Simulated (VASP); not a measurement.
# MnAs in VASP: further runs

MnAs is run at these levels: PBE, PBEsol, LDA; tasks: single point.

All numbers are computed with VASP 6.6.1; they aren't measurements. Logs are shortened: lines on timing, memory, paths and dates and some standing lists are left out, and cuts for length are marked.

## Step 1: The cell of the first run

The structure is tetragonal, space group I-4m2 (No. 119). Conventional cell: a = 4.002 Å, b = 4.002 Å, c = 5.773 Å, α = 90.00°, β = 90.00°, γ = 90.00°. Mn (site symmetry -4m2) has 4 As at 2.47 Å within 3.3 Å. Within 3.3 Å of As (site symmetry -4m2) lie 4 Mn at 2.47 Å.

## Step 2: Single point, PBE, collinear spin, ferromagnetic start

INCAR reads:

```
PREC     = Accurate       # precision mode
ENCUT    = 520            # plane-wave cutoff, eV
EDIFF    = 1E-7           # SCF threshold, eV
ISMEAR   = 0              # smearing method
SIGMA    = 0.05           # smearing width, eV
LREAL    = F              # projectors in reciprocal space
LASPH    = T              # aspherical terms in the spheres
NELM     = 150            # most SCF steps
ALGO     = Normal         # electronic algorithm
ISIF     = 2              # what is computed and relaxed
LWAVE    = F              # write WAVECAR
LCHARG   = T              # write CHGCAR
ISPIN    = 2              # spin polarisation
MAGMOM   = 3.88 0         # initial moments
LORBIT   = 11             # projections on sites
LMAXMIX  = 4              # l up to which the mixer works
GGA      = PE             # functional
LELF     = T              # ELF
LVHAR    = T            
NBANDS   = 20             # bands
```

KPOINTS reads:

```
Automatic mesh
0
Gamma
  12 12 12
```

POSCAR reads:

```
MnAs
1.0
    0.0000000000      2.8299541856      2.8299541856
    2.8865532693      0.0000000000      2.8299541856
    2.8865532693      2.8299541856      0.0000000000
Mn As
1 1
Direct
    0.0000000000      0.0000000000      0.0000000000
    0.2500000000      0.2500000000      0.2500000000
```

Potentials or basis: VASP PAW PBE potentials, release 64 (Mn_pv, As).

Started as:

```
$ cat potpaw_PBE.64/Mn_pv/POTCAR potpaw_PBE.64/As/POTCAR > POTCAR
$ mpirun -np 1 vasp_std > vasp.out
```

OUTCAR:

```text
PREC = Accurate
   ENCUT = 520
   EDIFF = 1E-7
   ISMEAR = 0
   LREAL = F
   LASPH = T
   NELM = 150
   ISIF = 2
   ISPIN = 2
   LORBIT = 11
   GGA = PE

 ion  position               nearest neighbor table
   1  0.000  0.000  0.000-   2 2.47   2 2.47   2 2.47   2 2.47
   2  0.250  0.250  0.250-   1 2.47   1 2.47   1 2.47   1 2.47

  LATTYP: Found a body centered tetragonal cell.
 ALAT       =     4.0021595902
 C/A-ratio  =     1.4424978336

  Lattice vectors:

 A1 = (   2.8865532693,   0.0000000000,   2.8299541856)
 A2 = (   2.8865532693,   0.0000000000,  -2.8299541856)
 A3 = (  -2.8865532693,   2.8299541856,   0.0000000000)

Analysis of symmetry for initial positions (statically):
=====================================================================
 Subroutine PRICEL returns:
 Original cell was already a primitive cell.

 Routine SETGRP: Setting up the symmetry group for a
 body centered tetragonal supercell.

 Subroutine GETGRP returns: Found  8 space group operations
 (whereof  8 operations were pure point group operations)
 out of a pool of 16 trial point group operations.

The static configuration has the point symmetry D_2d.

Analysis of symmetry for dynamics (positions and initial velocities):
=====================================================================
 Subroutine PRICEL returns:
 Original cell was already a primitive cell.

 Routine SETGRP: Setting up the symmetry group for a
 body centered tetragonal supercell.

 Subroutine GETGRP returns: Found  8 space group operations
 (whereof  8 operations were pure point group operations)
 out of a pool of 16 trial point group operations.

The dynamic configuration has the point symmetry D_2d.

Analysis of structural, dynamic, and magnetic symmetry:
=====================================================================
 Subroutine PRICEL returns:
 Original cell was already a primitive cell.

 Routine SETGRP: Setting up the symmetry group for a
 body centered tetragonal supercell.

 Subroutine GETGRP returns: Found  8 space group operations
 (whereof  8 operations were pure point group operations)
 out of a pool of 16 trial point group operations.

The overall configuration has the point symmetry D_2d.

 Subroutine INISYM returns: Found  8 space group operations
 (whereof  8 operations are pure point group operations),
 and found     1 'primitive' translations

----------------------------------------------------------------------------------------

                                     Primitive cell

  volume of cell :      46.2347

  direct lattice vectors                    reciprocal lattice vectors
     0.000000000  2.829954186  2.829954186    -0.173216966  0.176681305  0.176681305
     2.886553269  0.000000000  2.829954186     0.173216966 -0.176681305  0.176681305
     2.886553269  2.829954186  0.000000000     0.173216966  0.176681305 -0.176681305

  length of vectors
     4.002159590  4.042379308  4.042379308     0.304034019  0.304034019  0.304034019

  position of ions in fractional coordinates (direct lattice)
     0.000000000  0.000000000  0.000000000
     0.250000000  0.250000000  0.250000000

  ion indices of the primitive-cell ions
   primitive index   ion index
                 1           1
                 2           2

----------------------------------------------------------------------------------------

 KPOINTS: Automatic mesh

Automatic generation of k-mesh.
 Grid dimensions read from file:
 generate k-points for:   12   12   12

 Generating k-lattice:

  Cartesian coordinates                     Fractional coordinates (reciprocal lattice)
    -0.014434747  0.014723442  0.014723442     0.083333333 -0.000000000 -0.000000000
     0.014434747 -0.014723442  0.014723442     0.000000000  0.083333333  0.000000000
     0.014434747  0.014723442 -0.014723442     0.000000000  0.000000000  0.083333333

  Length of vectors
     0.025336168  0.025336168  0.025336168

  Shift w.r.t. Gamma in fractional coordinates (k-lattice)
     0.000000000  0.000000000  0.000000000

 Subroutine IBZKPT returns following result:
 ===========================================

 Found    163 irreducible k-points:

 Following reciprocal coordinates:
            Coordinates               Weight
  0.000000  0.000000  0.000000      1.000000
  0.083333  0.000000  0.000000      8.000000
  0.166667  0.000000  0.000000      8.000000
  0.250000 -0.000000 -0.000000      8.000000
  0.333333  0.000000  0.000000      8.000000
  0.416667  0.000000  0.000000      8.000000
[... 16 lines left out ...]
  0.500000  0.166667  0.000000     16.000000
 -0.416667  0.166667  0.000000     16.000000
 [... further k-points ...]
   k-points           NKPTS =    163   k-points in BZ     NKDIM =    163   number of bands    NBANDS=     20
   number of dos      NEDOS =    301   number of ions     NIONS =      2
   total plane-waves  NPLWV =  27000
   dimension x,y,z NGX =    30 NGY =   30 NGZ =   30
   dimension x,y,z NGXF=    60 NGYF=   60 NGZF=   60
   ions per type =               1   1
   NGX,Y,Z   is equivalent  to a cutoff of  12.46, 12.34, 12.34 a.u.
   NGXF,Y,Z  is equivalent  to a cutoff of  24.92, 24.68, 24.68 a.u.
 SYSTEM =  unknown system
   PREC   = accura    normal or accurate (medium, high low for compatibility)
   ISTART =      0    job   : 0-new  1-cont  2-samecut
   ICHARG =      2    charge: 1-file 2-atom 10-const
   ISPIN  =      2    spin polarized calculation?
   LNONCOLLINEAR =      F non collinear calculations
   LSORBIT =      F    spin-orbit coupling
   LASPH  =      T    aspherical Exc in radial PAW
   ENCUT  =  520.0 eV  38.22 Ry    6.18 a.u.   7.44  7.52  7.52*2*pi/ulx,y,z
   NELM   =    150;   NELMIN=  2; NELMDL= -5     # of ELM steps
   EDIFF  = 0.1E-06   stopping-criterion for ELM
   LREAL  =      F    real-space projection
   EDIFFG = 0.1E-05   stopping-criterion for IOM
   NSW    =      0    number of steps for IOM
   IBRION =     -1    ionic relax: 0-MD 1-quasi-New 2-CG
   NFREE  =      0    steps in history (QN), initial steepest desc. (CG)
   ISIF   =      2    stress and relaxation
   ISYM   =      2    0-nonsym 1-usesym 2-fastsym
   POTIM  = 0.5000    time-step for ionic-motion
   TEBEG  =    0.0;   TEEND  =   0.0 temperature during run
   PSTRESS=    0.0 pullay stress
   NELECT =      18.0000    total number of electrons
   NUPDOWN=      -1.0000    fix difference up-down
   EMIN   =  10.00;   EMAX   =-10.00  energy-range for DOS
   EFERMI =   0.00;   METHOD = LEGACY
   ISMEAR =     0;   SIGMA  =   0.05  broadening in eV -4-tet -1-fermi 0-gaus
   EFERMI_NEDOS =   21; number of points for ismear=-14 and -15
   IALGO  =     38    algorithm
   IMIX   =      4    mixing-type and parameters
     AMIX     =   0.40;   BMIX     =  1.00
     AMIX_MAG =   1.60;   BMIX_MAG =  1.00
  volume/ion in A,a.u.               =      23.12       156.00
  Fermi-wavevector in a.u.,A,eV,Ry     =   1.195390  2.258959 19.442137  1.428957
  Thomas-Fermi vector in A             =   2.331356
   LORBIT       =     11    0 simple, 1 ext, 2 COOP (PROOUT), +10 PAW based schemes
   GGA     = PE    functional components
   LHFCALC =     F    Hartree Fock is set to
   AEXX    =    0.0000 exact exchange contribution
   IVDW    =     0    specifies the selected vdW correction
   LEPSILON=     F    determine dielectric tensor
   LRPA    =     F    only Hartree local field effects (RPA)
 spin polarized calculation
 Gauss-broadening in eV      SIGMA  =   0.05
  energy-cutoff  :      520.00
  volume of cell :       46.23
 maximum number of plane-waves:      1271
 NGX is ok and might be reduce to    30
   NGX = 15   NGY = 15   NGZ = 15

 number of electron      18.0000004 magnetization       3.7988473

 Free energy of the ion-electron system (eV)
  ---------------------------------------------------
  ext. energy  EPLUGINS =         0.00000000
  ---------------------------------------------------
  free energy    TOTEN  =       -13.31354172 eV

  energy without entropy =      -13.31102454  energy(sigma->0) =      -13.31228313

 E-fermi :   3.7294     XC(G=0):  -9.4882

 val. band max:        3.7283000555   @ k =   0.5000   0.2500   0.0000
 cond. band min:       3.7310872031   @ k =  -0.3333   0.3333   0.2500
 fundamental gap:      0.0027871476
 Fermi energy:         3.7293856596

 spin component 1

 k-point     1 :       0.0000    0.0000    0.0000
  band No.  band energies     occupation
      1     -46.5940      1.00000
      2     -46.5940      1.00000
      3     -46.5868      1.00000
      4      -7.8109      1.00000
      5      -0.0809      1.00000
      6      -0.0545      1.00000
[... 12 lines left out ...]
     19      15.7629      0.00000
     20      15.7776      0.00000
[... 507 lines left out ...]
 k-point    24 :      -0.4167    0.1667    0.0000
  band No.  band energies     occupation
      1     -46.5963      1.00000
      2     -46.5949      1.00000
      3     -46.5881      1.00000
      4      -6.6493      1.00000
      5      -0.5984      1.00000
      6       0.0073      1.00000
[... 12 lines left out ...]
     19      16.5423      0.00000
     20      19.5263      0.00000

 [... further k-points ...]

 spin component 2

 k-point     1 :       0.0000    0.0000    0.0000
  band No.  band energies     occupation
      1     -42.6791      1.00000
      2     -42.6727      1.00000
      3     -42.6727      1.00000
      4      -7.8090      1.00000
      5       1.7114      1.00000
      6       1.7337      1.00000
[... 12 lines left out ...]
     19      16.3687      0.00000
     20      16.3786      0.00000
[... 507 lines left out ...]
 k-point    24 :      -0.4167    0.1667    0.0000
  band No.  band energies     occupation
      1     -42.6813      1.00000
      2     -42.6755      1.00000
      3     -42.6739      1.00000
      4      -6.7312      1.00000
      5      -0.1875      1.00000
      6       1.4453      1.00000
[... 12 lines left out ...]
     19      17.1482      0.00000
     20      19.9756      0.00000

 [... further k-points ...]

------------------------ aborting loop because EDIFF is reached ----------------------------------------

  FORCE on cell =-STRESS in cart. coord.  units (eV):
  Direction    XX          YY          ZZ          XY          YZ          ZX
  --------------------------------------------------------------------------------------
  -------------------------------------------------------------------------------------
  Total       -0.1972453     -0.1686198     -0.1686198      0.0000000      0.0000000     -0.0000000
  in kB       -6.8351631     -5.8432011     -5.8432011      0.0000000      0.0000000     -0.0000000
  external PRESSURE =      -6.1738551 kB  Pullay stress =       0.0000000 kB

 VOLUME and BASIS-vectors are now :
 -----------------------------------------------------------------------------
  energy-cutoff  :      520.00
  volume of cell :       46.23
      direct lattice vectors                 reciprocal lattice vectors
     0.000000000  2.829954186  2.829954186    -0.173216966  0.176681305  0.176681305
     2.886553269  0.000000000  2.829954186     0.173216966 -0.176681305  0.176681305
     2.886553269  2.829954186  0.000000000     0.173216966  0.176681305 -0.176681305

 POSITION                                       TOTAL-FORCE (eV/Angst)
 -----------------------------------------------------------------------------------
      0.00000      0.00000      0.00000        -0.000000     -0.000000      0.000000
      1.44328      1.41498      1.41498         0.000000      0.000000     -0.000000
 -----------------------------------------------------------------------------------
    total drift:                               -0.000002     -0.000001     -0.000001

  FREE ENERGIE OF THE ION-ELECTRON SYSTEM (eV)
  ---------------------------------------------------
  free  energy   TOTEN  =       -13.3135417190 eV

  energy  without entropy=      -13.3110245356  energy(sigma->0) =      -13.31228313

 total charge

# of ion       s       p       d       tot
------------------------------------------
    1        0.321   6.218   4.944  11.483
    2        1.227   1.561   0.031   2.819
--------------------------------------------------
tot          1.548   7.779   4.975  14.301

 magnetization (x)

# of ion       s       p       d       tot
------------------------------------------
    1        0.058   0.040   3.617   3.715
    2       -0.000  -0.180   0.017  -0.163
--------------------------------------------------
tot          0.057  -0.139   3.634   3.552
```

It took 7 min on 1 thread of AMD EPYC 7R43 (Zen 3), shared host; peak memory 0.32 GiB.

What came out:

```
Free energy                                           : -13.3135 eV
Pressure                                              : -0.6 GPa
Net moment                                            : 3.80 μB per cell
Site moments                                          : Mn +3.71; As -0.16 μB
Valence electrons inside the program's atomic spheres : Mn 11.48; As 2.82
```

Levels at points of the mesh, in eV from the Fermi level:
Spin up:
```
           k point  band 7  band 8  band 9  band 10  band 11  band 12  band 13  band 14  band 15  band 16
(0.00, 0.00, 0.00)   -3.78   -2.84   -2.81     2.43     2.50     2.50     2.91     6.37     6.39     6.39
(0.50, 0.00, 0.00)   -3.60   -2.71   -2.70    -2.35     1.00     1.12     4.10     6.85     7.01     8.45
(0.50, 0.50, 0.00)   -3.05   -2.67   -2.64    -2.11    -0.97    -0.89     3.41     4.73    12.18    12.38
(0.00, 0.50, 0.50)   -3.04   -2.70   -2.66    -2.19    -0.84    -0.84     3.53     4.90    11.95    12.60
```
Spin down:
```
           k point  band 3  band 4  band 5  band 6  band 7  band 8  band 9  band 10  band 11  band 12
(0.00, 0.00, 0.00)  -46.40  -11.54   -2.02   -2.00   -2.00    0.78    0.83     3.51     3.93     3.97
(0.50, 0.00, 0.00)  -46.40  -10.56   -4.18   -1.88   -1.79    0.73    0.86     0.88     2.53     2.59
(0.50, 0.50, 0.00)  -46.40  -10.21   -4.04   -1.83   -1.81   -0.06    0.94     1.13     1.17     1.20
(0.00, 0.50, 0.50)  -46.40  -10.25   -4.11   -1.72   -1.72   -0.09    0.90     1.13     1.18     1.18
```

Caveat: a cell with one magnetic atom can't hold antiferromagnetic order, which such compounds often take.

## Step 3: Single point, PBE, collinear spin, ferromagnetic start

This run uses another cell than the first one, of 22.66 Å³/atom.

INCAR reads:

```
SYSTEM = MnAs
  PREC = Accurate
  ENCUT = 520
  EDIFF = 1E-6
  ISMEAR = 0
  SIGMA = 0.05
  LREAL = .FALSE.
  LASPH = .TRUE.
  NELM = 150
  ALGO = Normal
  ISIF = 2
  LWAVE = .FALSE.
  LCHARG = .FALSE.
  ISPIN = 2
  MAGMOM = 3.5 0
  LORBIT = 11
  LMAXMIX = 4
  GGA = PE
  NBANDS = 20
```

KPOINTS reads:

```
regular mesh
0
G
  12 12 12
  0 0 0
```

POSCAR reads:

```
MnAs
1.0
    0.0000000000      2.8299541856      2.8299541856
    2.8299541856      0.0000000000      2.8299541856
    2.8299541856      2.8299541856      0.0000000000
Mn As
1 1
Direct
    0.0000000000      0.0000000000      0.0000000000
    0.2500000000      0.2500000000      0.2500000000
```

Potentials or basis: VASP PAW PBE potentials, release 64 (Mn_pv, As).

Started as:

```
$ cat potpaw_PBE.64/Mn_pv/POTCAR potpaw_PBE.64/As/POTCAR > POTCAR
$ mpirun -np 1 vasp_std > vasp.out
```

Run time: 3.1 min. Hardware: 1 thread of Intel Xeon 8259CL, shared host; peak memory 0.26 GiB.

The run converged. Its results:

```
Free energy                                           : -13.3152 eV
Pressure                                              : 0.1 GPa
Net moment                                            : 3.71 μB per cell
Site moments                                          : Mn +3.64; As -0.16 μB
Valence electrons inside the program's atomic spheres : Mn 11.51; As 2.83
```

Levels at points of the mesh, in eV from the Fermi level:
Spin up:
```
           k point  band 9  band 10  band 11  band 12  band 13  band 14
(0.00, 0.00, 0.00)   -2.77     2.61     2.61     2.61     3.06     6.48
(0.50, 0.00, 0.00)   -2.64    -2.28     1.14     1.14     4.23     7.03
(0.50, 0.50, 0.00)   -2.60    -2.08    -0.87    -0.87     3.55     4.87
```
Spin down:
```tsv
k point	band 5	band 6	band 7	band 8	band 9	band 10
(0.00, 0.00, 0.00)	-2.04	-2.04	-2.04	0.80	0.80	3.61
(0.50, 0.00, 0.00)	-4.25	-1.86	-1.86	0.72	0.87	0.87
(0.50, 0.50, 0.00)	-4.13	-1.81	-1.81	-0.12	0.95	1.14
```

Caveat: a cell with one magnetic atom can't hold antiferromagnetic order, which such compounds often take.

(Continued in part 2 of 3.)
